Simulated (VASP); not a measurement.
A run of VASP 6.6.1:

File INCAR:

```
SYSTEM = Pt
PREC = Accurate
ENCUT = 520
EDIFF = 1E-6
ISMEAR = -1
SIGMA = 0.05
LREAL = .FALSE.
LASPH = .TRUE.
NELM = 60
ALGO = Normal
ISIF = 2
LWAVE = .FALSE.
LCHARG = .FALSE.
GGA = PS
NBANDS = 11
```

Contents of KPOINTS:

```
regular mesh
0
G
  11 11 11
  0 0 0
```

File POSCAR:

```
Pt
1.0
    0.0000000000      1.9585101032      1.9585101032
    1.9585101032      0.0000000000      1.9585101032
    1.9585101032      1.9585101032      0.0000000000
Pt
1
Direct
    0.0000000000      0.0000000000      0.0000000000
```

Potentials or basis: VASP PAW PBE potentials, release 64 (Pt).

Command:

```bash
$ cat potpaw_PBE.64/Pt/POTCAR > POTCAR
$ mpirun -np 1 vasp_std > vasp.out
```

Hardware: 1 thread of Intel Xeon 8259CL, on a shared host.

**Question.** Estimate the wall time of this run.

**Answer.** It took 14 s on 1 thread of Intel Xeon 8259CL, with other jobs on the host, peak memory 0.15 GiB. Counts: scf iterations 11, k points 56.
